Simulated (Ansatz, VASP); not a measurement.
**One calculation of Fe, two programs**

```
Fe
1.0
     2.86337    0.00000    0.00000
    -1.43169    2.47975    0.00000
     0.00000    0.00000    4.43009
Fe
2
Direct
  0.33333 0.66667 0.25000
  0.66667 0.33333 0.75000
```

Alike in both runs: task relaxation of cell and atoms; functional r2SCAN; k mesh 12 × 12 × 4; occupations gaussian, width 0.1 eV; collinear spin.

|  | VASP | Ansatz |
| --- | --- | --- |
| version | VASP 6.6.1 | Ansatz 0.2.0 |
| potentials or method | VASP PAW PBE potentials, release 64 (Fe), cutoff 600 eV | scalar-relativistic, plane waves, PAW |
| valence electrons in the cell | 16 | 32 |

```tsv
	VASP	Ansatz	Ansatz less VASP
gap on the k mesh at the Fermi level, each at its own relaxed structure (eV)	none	none	-
net moment per atom (μB)	2.76	2.76	+0.002
size of the moment on the site where the two differ most (μB)	2.80	2.87	+0.065
relaxed volume (Å³/atom)	12.13	12.15	+0.019
relaxed cell length with the largest relative difference (Å)	2.529	2.531	+0.0019
```

VASP's potentials were made for PBE, not for r2SCAN. Site moments also hang on the region over which each program counts them. A gap of «none» marks a metal or a gap that the smearing closes. VASP's potentials hold 16 valence electrons a cell and Ansatz's 32, so a difference there can come from the potentials and not from the codes.

Noted on VASP's run: the volume moved by over 15 % at a fixed basis, so the end points are rough.
